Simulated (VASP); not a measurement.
# Fe (Im-3m) in VASP: further runs

Fe is run at these levels: LDA; tasks: single point.

Everything below comes from runs of VASP 6.6.1. Logs are shortened: lines on timing, memory, paths and dates and some standing lists are left out, and cuts for length are marked.

### Step 1. The cell of the first run

Symmetry: Im-3m, No. 229, cubic system. Conventional cell: a = 2.700 Å, b = 2.700 Å, c = 2.700 Å, α = 90.00°, β = 90.00°, γ = 90.00°. Within 3.1 Å of Fe (site symmetry m-3m) lie 14 Fe at 2.34 to 2.70 Å.

### Step 2. Single point, LDA

The input, INCAR:

```
PREC = Accurate ; ENCUT = 520
EDIFF = 1E-6 ; ISMEAR = -1
SIGMA = 0.1 ; LREAL = False
LASPH = True ; NELM = 80
ALGO = Normal ; ISIF = 2
LWAVE = False ; LCHARG = False
GGA = CA ; NBANDS = 10
```

The input, KPOINTS:

```
regular mesh
0
Gamma
  27 27 27
```

The input, POSCAR:

```
Fe
1.0
   -1.3498227879      1.3498227879      1.3498227879
    1.3498227879     -1.3498227879      1.3498227879
    1.3498227879      1.3498227879     -1.3498227879
Fe
1
Direct
    0.0000000000      0.0000000000      0.0000000000
```

Potentials or basis: VASP PAW LDA potentials, release 64 (Fe).

Run with:

```bash
$ cat potpaw_LDA.64/Fe/POTCAR > POTCAR
$ mpirun -np 1 vasp_std > vasp.out
```

OUTCAR:

```text
PREC = Accurate
   ENCUT = 520
   EDIFF = 1E-6
   ISMEAR = -1
   LREAL = False
   LASPH = True
   NELM = 80
   ISIF = 2
   GGA = CA

 ion  position               nearest neighbor table
   1  0.000  0.000  0.000-

  LATTYP: Found a body centered cubic cell.
 ALAT       =     2.6996455758

  Lattice vectors:

 A1 = (  -1.3498227879,   1.3498227879,   1.3498227879)
 A2 = (   1.3498227879,  -1.3498227879,   1.3498227879)
 A3 = (   1.3498227879,   1.3498227879,  -1.3498227879)

Analysis of symmetry for initial positions (statically):
=====================================================================
 Subroutine PRICEL returns:
 Original cell was already a primitive cell.

 Routine SETGRP: Setting up the symmetry group for a
 body centered cubic supercell.

 Subroutine GETGRP returns: Found 48 space group operations
 (whereof 48 operations were pure point group operations)
 out of a pool of 48 trial point group operations.

The static configuration has the point symmetry O_h .

Analysis of symmetry for dynamics (positions and initial velocities):
=====================================================================
 Subroutine PRICEL returns:
 Original cell was already a primitive cell.

 Routine SETGRP: Setting up the symmetry group for a
 body centered cubic supercell.

 Subroutine GETGRP returns: Found 48 space group operations
 (whereof 48 operations were pure point group operations)
 out of a pool of 48 trial point group operations.

The dynamic configuration has the point symmetry O_h .

 Subroutine INISYM returns: Found 48 space group operations
 (whereof 48 operations are pure point group operations),
 and found     1 'primitive' translations

----------------------------------------------------------------------------------------

                                     Primitive cell

  volume of cell :       9.8376

  direct lattice vectors                    reciprocal lattice vectors
    -1.349822788  1.349822788  1.349822788     0.000000000  0.370418995  0.370418995
     1.349822788 -1.349822788  1.349822788     0.370418995  0.000000000  0.370418995
     1.349822788  1.349822788 -1.349822788     0.370418995  0.370418995  0.000000000

  length of vectors
     2.337961650  2.337961650  2.337961650     0.523851566  0.523851566  0.523851566

  position of ions in fractional coordinates (direct lattice)
     0.000000000  0.000000000  0.000000000

  ion indices of the primitive-cell ions
   primitive index   ion index
                 1           1

----------------------------------------------------------------------------------------

 KPOINTS: regular mesh

Automatic generation of k-mesh.
 Grid dimensions read from file:
 generate k-points for:   27   27   27

 Generating k-lattice:

  Cartesian coordinates                     Fractional coordinates (reciprocal lattice)
     0.000000000  0.013719222  0.013719222     0.037037037  0.000000000  0.000000000
     0.013719222  0.000000000  0.013719222     0.000000000  0.037037037  0.000000000
     0.013719222  0.013719222  0.000000000     0.000000000  0.000000000  0.037037037

  Length of vectors
     0.019401910  0.019401910  0.019401910

  Shift w.r.t. Gamma in fractional coordinates (k-lattice)
     0.000000000  0.000000000  0.000000000

 Subroutine IBZKPT returns following result:
 ===========================================

 Found    560 irreducible k-points:

 Following reciprocal coordinates:
            Coordinates               Weight
  0.000000  0.000000  0.000000      1.000000
  0.037037  0.000000  0.000000     12.000000
  0.074074  0.000000  0.000000     12.000000
  0.111111  0.000000  0.000000     12.000000
  0.148148  0.000000  0.000000     12.000000
  0.185185  0.000000  0.000000     12.000000
[... 16 lines left out ...]
  0.333333  0.037037 -0.000000     48.000000
  0.370370  0.037037  0.000000     48.000000
 [... further k-points ...]
   k-points           NKPTS =    560   k-points in BZ     NKDIM =    560   number of bands    NBANDS=     10
   number of dos      NEDOS =    301   number of ions     NIONS =      1
   total plane-waves  NPLWV =   5832
   dimension x,y,z NGX =    18 NGY =   18 NGZ =   18
   dimension x,y,z NGXF=    36 NGYF=   36 NGZF=   36
   ions per type =               1
   NGX,Y,Z   is equivalent  to a cutoff of  12.80, 12.80, 12.80 a.u.
   NGXF,Y,Z  is equivalent  to a cutoff of  25.60, 25.60, 25.60 a.u.
 SYSTEM =  unknown system
   PREC   = accura    normal or accurate (medium, high low for compatibility)
   ISTART =      0    job   : 0-new  1-cont  2-samecut
   ICHARG =      2    charge: 1-file 2-atom 10-const
   ISPIN  =      1    spin polarized calculation?
   LNONCOLLINEAR =      F non collinear calculations
   LSORBIT =      F    spin-orbit coupling
   LASPH  =      T    aspherical Exc in radial PAW
   ENCUT  =  520.0 eV  38.22 Ry    6.18 a.u.   4.35  4.35  4.35*2*pi/ulx,y,z
   NELM   =     80;   NELMIN=  2; NELMDL= -5     # of ELM steps
   EDIFF  = 0.1E-05   stopping-criterion for ELM
   LREAL  =      F    real-space projection
   EDIFFG = 0.1E-04   stopping-criterion for IOM
   NSW    =      0    number of steps for IOM
   IBRION =     -1    ionic relax: 0-MD 1-quasi-New 2-CG
   NFREE  =      0    steps in history (QN), initial steepest desc. (CG)
   ISIF   =      2    stress and relaxation
   ISYM   =      2    0-nonsym 1-usesym 2-fastsym
   POTIM  = 0.5000    time-step for ionic-motion
   TEBEG  =    0.0;   TEEND  =   0.0 temperature during run
   PSTRESS=    0.0 pullay stress
   NELECT =       8.0000    total number of electrons
   NUPDOWN=      -1.0000    fix difference up-down
   EMIN   =  10.00;   EMAX   =-10.00  energy-range for DOS
   EFERMI =   0.00;   METHOD = LEGACY
   ISMEAR =    -1;   SIGMA  =   0.10  broadening in eV -4-tet -1-fermi 0-gaus
   EFERMI_NEDOS =   21; number of points for ismear=-14 and -15
   IALGO  =     38    algorithm
   IMIX   =      4    mixing-type and parameters
     AMIX     =   0.40;   BMIX     =  1.00
     AMIX_MAG =   1.60;   BMIX_MAG =  1.00
  volume/ion in A,a.u.               =       9.84        66.39
  Fermi-wavevector in a.u.,A,eV,Ry     =   1.528064  2.887621 31.769306  2.334978
  Thomas-Fermi vector in A             =   2.635874
   LORBIT       =      0    0 simple, 1 ext, 2 COOP (PROOUT), +10 PAW based schemes
   GGA     = CA    functional components
   LHFCALC =     F    Hartree Fock is set to
   AEXX    =    0.0000 exact exchange contribution
   IVDW    =     0    specifies the selected vdW correction
   LEPSILON=     F    determine dielectric tensor
   LRPA    =     F    only Hartree local field effects (RPA)
 non-spin polarized calculation
  energy-cutoff  :      520.00
  volume of cell :        9.84
 maximum number of plane-waves:       276
 NGX is ok and might be reduce to    18
   NGX =  9   NGY =  9   NGZ =  9

 number of electron       8.0000003 magnetization

 Free energy of the ion-electron system (eV)
  ---------------------------------------------------
  ext. energy  EPLUGINS =         0.00000000
  ---------------------------------------------------
  free energy    TOTEN  =        -9.02858521 eV

  energy without entropy =       -8.93118490  energy(sigma->0) =       -8.97988506

 E-fermi :   7.3299     XC(G=0): -14.2755

 val. band max:        7.3264450821   @ k =   0.1852   0.1852   0.1111
 cond. band min:       7.3307694584   @ k =   0.1852   0.0370   0.0370
 fundamental gap:      0.0043243763
 Fermi energy:         7.3298783491

 k-point     1 :       0.0000    0.0000    0.0000
  band No.  band energies     occupation
      1      -1.8884      2.00000
      2       5.3726      2.00000
      3       5.3726      2.00000
      4       5.3726      2.00000
      5       7.2681      1.29954
      6       7.2681      1.29954
      7      33.6942      0.00000
      8      33.6942      0.00000
      9      33.6942      0.00000
     10      39.9533      0.00000

 k-point     2 :       0.0370    0.0000    0.0000
  band No.  band energies     occupation
      1      -1.8242      2.00000
      2       5.3514      2.00000
      3       5.3705      2.00000
      4       5.4118      2.00000
      5       7.2449      1.40114
      6       7.2697      1.29207
      7      33.3519      0.00000
      8      33.6328      0.00000
      9      33.6834      0.00000
     10      39.7276      0.00000

 k-point     3 :       0.0741    0.0000    0.0000
  band No.  band energies     occupation
      1      -1.6333      2.00000
      2       5.2893      2.00000
      3       5.3616      2.00000
      4       5.5284      2.00000
      5       7.1818      1.62947
      6       7.2749      1.26827
      7      32.4489      0.00000
      8      33.4205      0.00000
      9      33.6530      0.00000
     10      39.3145      0.00000

 k-point     4 :       0.1111    0.0000    0.0000
  band No.  band energies     occupation
      1      -1.3220      2.00000
      2       5.1905      2.00000
      3       5.3386      2.00000
      4       5.7185      2.00000
      5       7.0971      1.82233
      6       7.2842      1.22460
      7      31.1854      0.00000
      8      33.0038      0.00000
      9      33.6082      0.00000
     10      39.0757      0.00000

 k-point     5 :       0.1481    0.0000    0.0000
  band No.  band energies     occupation
      1      -0.9015      2.00000
      2       5.0617      2.00000
      3       5.2940      2.00000
      4       5.9759      2.00000
      5       7.0168      1.91633
      6       7.2984      1.15605
      7      29.6958      0.00000
      8      32.3750      0.00000
      9      33.5554      0.00000
     10      38.0433      0.00000

 k-point     6 :       0.1852    0.0000    0.0000
  band No.  band energies     occupation
      1      -0.3905      2.00000
      2       4.9112      2.00000
      3       5.2287      2.00000
      4       6.2915      1.99994
      5       6.9654      1.94909
      6       7.3183      1.05797
      7      28.0650      0.00000
      8      31.5967      0.00000
      9      33.5004      0.00000
     10      36.7223      0.00000

 k-point     7 :       0.2222    0.0000    0.0000
  band No.  band energies     occupation
      1       0.1807      2.00000
      2       4.7480      2.00000
      3       5.1646      2.00000
      4       6.6534      1.99770
      5       6.9558      1.95361
      6       7.3440      0.92956
      7      26.3556      0.00000
      8      30.7550      0.00000
      9      33.4476      0.00000
     10      35.4592      0.00000

 k-point     8 :       0.2593    0.0000    0.0000
  band No.  band energies     occupation
      1       0.7637      2.00000
      2       4.5814      2.00000
      3       5.1526      2.00000
      4       6.9862      1.93767
      5       7.0463      1.88911
      6       7.3751      0.77760
      7      24.6188      0.00000
      8      29.9199      0.00000
      9      33.3995      0.00000
     10      34.2722      0.00000

 k-point     9 :       0.2963    0.0000    0.0000
  band No.  band energies     occupation
      1       1.2873      2.00000
      2       4.4205      2.00000
      3       5.2683      2.00000
      4       7.0454      1.89009
      5       7.4103      0.61841
      6       7.4518      0.45598
      7      22.8992      0.00000
      8      29.1401      0.00000
      9      33.1822      0.00000
     10      33.3581      0.00000
[... 118 lines left out ...]
 k-point    19 :       0.1852    0.0370    0.0000
  band No.  band energies     occupation
      1      -0.0674      2.00000
      2       4.8323      2.00000
      3       5.1584      2.00000
      4       6.5124      1.99944
      5       6.9328      1.96298
      6       7.3489      0.90533
      7      27.2285      0.00000
      8      30.8055      0.00000
      9      33.6577      0.00000
     10      35.6793      0.00000

 k-point    20 :       0.2222    0.0370    0.0000
  band No.  band energies     occupation
      1       0.5160      2.00000
      2       4.6664      2.00000
      3       5.1078      2.00000
      4       6.8893      1.97589
      5       6.9501      1.95616
      6       7.3807      0.75100
      7      25.5069      0.00000
      8      30.0103      0.00000
      9      33.4329      0.00000
     10      34.6822      0.00000

 k-point    21 :       0.2593    0.0370    0.0000
  band No.  band energies     occupation
      1       1.0787      2.00000
      2       4.5022      2.00000
      3       5.1403      2.00000
      4       6.9882      1.93646
      5       7.3050      1.12383
      6       7.4184      0.58413
      7      23.7762      0.00000
      8      29.2415      0.00000
      9      32.9182      0.00000
     10      34.0540      0.00000

 k-point    22 :       0.2963    0.0370    0.0000
  band No.  band energies     occupation
      1       1.5421      2.00000
      2       4.3480      2.00000
      3       5.3335      2.00000
      4       7.0604      1.87338
      5       7.4548      0.44564
      6       7.7218      0.03895
      7      22.0818      0.00000
      8      28.5373      0.00000
      9      32.1275      0.00000
     10      33.8063      0.00000

 k-point    23 :       0.3333    0.0370   -0.0000
  band No.  band energies     occupation
      1       1.8451      2.00000
      2       4.2115      2.00000
      3       5.7308      2.00000
      4       7.1434      1.73176
      5       7.5005      0.30720
      6       8.1207      0.00073
      7      20.4708      0.00000
      8      27.9263      0.00000
      9      31.3336      0.00000
     10      33.6936      0.00000

 k-point    24 :       0.3704    0.0370    0.0000
  band No.  band energies     occupation
      1       1.9937      2.00000
      2       4.0988      2.00000
      3       6.2762      1.99995
      4       7.2239      1.48542
      5       7.5625      0.17793
      6       8.4855      0.00002
      7      19.0030      0.00000
      8      27.4298      0.00000
      9      30.6530      0.00000
     10      33.6280      0.00000

 [... further k-points ...]
[... 5 lines left out ...]
  --------------------------------------------------------------------------------------
  -------------------------------------------------------------------------------------
  Total       -0.0105383     -0.0105383     -0.0105383     -0.0000000      0.0000000     -0.0000000
  in kB       -1.7162900     -1.7162900     -1.7162900     -0.0000000      0.0000000     -0.0000000
  external PRESSURE =      -1.7162900 kB  Pullay stress =       0.0000000 kB

 VOLUME and BASIS-vectors are now :
 -----------------------------------------------------------------------------
  energy-cutoff  :      520.00
  volume of cell :        9.84
      direct lattice vectors                 reciprocal lattice vectors
    -1.349822788  1.349822788  1.349822788     0.000000000  0.370418995  0.370418995
     1.349822788 -1.349822788  1.349822788     0.370418995  0.000000000  0.370418995
     1.349822788  1.349822788 -1.349822788     0.370418995  0.370418995  0.000000000

 POSITION                                       TOTAL-FORCE (eV/Angst)
 -----------------------------------------------------------------------------------
      0.00000      0.00000      0.00000         0.000000     -0.000000     -0.000000
 -----------------------------------------------------------------------------------
    total drift:                                0.000000     -0.000000      0.000000

  FREE ENERGIE OF THE ION-ELECTRON SYSTEM (eV)
  ---------------------------------------------------
  free  energy   TOTEN  =        -9.0285852066 eV

  energy  without entropy=       -8.9311849035  energy(sigma->0) =       -8.97988506
```

Run time: 36 s. Hardware: 1 thread of AMD EPYC 7R13 (Zen 3), shared host; peak memory 0.13 GiB.

What came out:

- Free energy: -9.0286 eV
- Pressure: -0.2 GPa
- Band gap on the k mesh: zero (band 4 reaches 8.48 eV, above the bottom of band 5 at 6.19 eV)

Levels at points of the mesh, in eV from the Fermi level:
```csv
k point,band 1,band 2,band 3,band 4,band 5,band 6,band 7,band 8
"(0.00, 0.00, 0.00)",-9.22,-1.96,-1.96,-1.96,-0.06,-0.06,26.36,26.36
```

Caveat: the run has no spin polarisation, though such a crystal can be magnetic.

### Step 3. Single point, LDA, collinear spin, ferromagnetic start

This run uses another cell than the first one, of 10.39 Å³/atom, 1.056 times its volume.

The input, INCAR:

```
SYSTEM = Fe
ALGO = Normal
EDIFF = 1E-7
ENCUT = 520
ISIF = 2
ISMEAR = 1
ISPIN = 2
LASPH = .TRUE.
LCHARG = .FALSE.
LMAXMIX = 4
LORBIT = 11
LREAL = .FALSE.
LWAVE = .FALSE.
MAGMOM = 1.988
NBANDS = 14
NELM = 150
PREC = Accurate
SIGMA = 0.2
```

The input, KPOINTS:

```
k-points
0
G
  16 16 16
  0 0 0
```

The input, POSCAR:

```
Fe
1.0
   -1.3745984210      1.3745984210      1.3745984210
    1.3745984210     -1.3745984210      1.3745984210
    1.3745984210      1.3745984210     -1.3745984210
Fe
1
Direct
    0.0000000000      0.0000000000      0.0000000000
```

Potentials or basis: VASP PAW LDA potentials, release 64 (Fe).

Run with:

```bash
$ cat potpaw_LDA.64/Fe/POTCAR > POTCAR
$ mpirun -np 1 vasp_std > vasp.out
```

Wall time 46 s (1 thread of AMD EPYC 7R43 (Zen 3), shared host); peak memory 0.11 GiB.

It converged, with:

```yaml
Free_energy: -9.2247 eV
Pressure: -0.9 GPa
Net_moment: 1.95 μB per cell
Site_moments: Fe +1.91 μB
Valence_electrons_inside_the_program's_atomic_spheres: Fe 7.48
```

Levels at points of the mesh, in eV from the Fermi level:
Spin up:
| k point | band 1 | band 2 | band 3 | band 4 | band 5 | band 6 | band 7 | band 8 | band 9 | band 10 |
| --- | --- | --- | --- | --- | --- | --- | --- | --- | --- | --- |
| (0.00, 0.00, 0.00) | -9.12 | -2.51 | -2.51 | -2.51 | -0.97 | -0.97 | 25.67 | 25.67 | 25.67 | 31.42 |
| (0.50, 0.00, 0.00) | -5.50 | -3.78 | -0.93 | -0.73 | 0.34 | 0.62 | 8.15 | 18.94 | 21.43 | 24.68 |
| (0.50, 0.50, 0.50) | -5.40 | -5.40 | 0.30 | 0.30 | 0.30 | 10.38 | 10.38 | 10.38 | 16.58 | 16.58 |
Spin down:
```
           k point  band 1  band 2  band 3  band 4  band 5  band 6  band 7
(0.00, 0.00, 0.00)   -8.75   -0.94   -0.94   -0.94    1.13    1.13   25.85
(0.50, 0.00, 0.00)   -4.38   -2.36    0.72    1.05    1.42    2.44    9.37
(0.50, 0.50, 0.50)   -3.96   -3.96    2.10    2.10    2.10   10.84   10.84
```

### Step 4. Single point, LDA, collinear spin, ferromagnetic start

This run uses another cell than the first one, of 10.39 Å³/atom, 1.056 times its volume.

The input, INCAR:

```
PREC = Accurate
ENCUT = 520
EDIFF = 1E-7
ISMEAR = 1
SIGMA = 0.3
LREAL = F
LASPH = T
NELM = 150
ALGO = Normal
ISIF = 2
LWAVE = F
LCHARG = F
ISPIN = 2
MAGMOM = 1.988
LORBIT = 11
LMAXMIX = 4
GGA = CA
NBANDS = 14
```

The input, KPOINTS:

```
Automatic mesh
0
Gamma
  16 16 16
```

POSCAR is that of step 3.

Run with:

```bash
$ cat potpaw_LDA.64/Fe/POTCAR > POTCAR
$ mpirun -np 1 vasp_std > vasp.out
```

Run time: 44 s. Hardware: 1 thread of AMD EPYC 7R43 (Zen 3), shared host; peak memory 0.11 GiB.

Results (log left out):

```yaml
Free_energy: -9.2243 eV
Pressure: -0.6 GPa
Band_gap_on_the_k_mesh: zero (filled and empty bands overlap)
Net_moment: 1.96 μB per cell
Site_moments: Fe +1.93 μB
Valence_electrons_inside_the_program's_atomic_spheres: Fe 7.48
```

Levels at points of the mesh, in eV from the Fermi level:
Spin up:
```
           k point  band 1  band 2  band 3  band 4  band 5  band 6  band 7  band 8  band 9  band 10
(0.00, 0.00, 0.00)   -9.11   -2.51   -2.51   -2.51   -0.96   -0.96   25.68   25.68   25.68    31.43
(0.50, 0.00, 0.00)   -5.49   -3.78   -0.92   -0.73    0.35    0.62    8.15   18.95   21.44    24.69
(0.50, 0.50, 0.50)   -5.39   -5.39    0.30    0.30    0.30   10.39   10.39   10.39   16.58    16.58
```
Spin down:
```
           k point  band 1  band 2  band 3  band 4  band 5  band 6  band 7  band 8
(0.00, 0.00, 0.00)   -8.74   -0.92   -0.92   -0.92    1.15    1.15   25.86   25.86
(0.50, 0.00, 0.00)   -4.37   -2.34    0.73    1.06    1.43    2.46    9.38   19.26
(0.50, 0.50, 0.50)   -3.95   -3.95    2.12    2.12    2.12   10.85   10.85   10.85
```

[end of part 1 of 2]
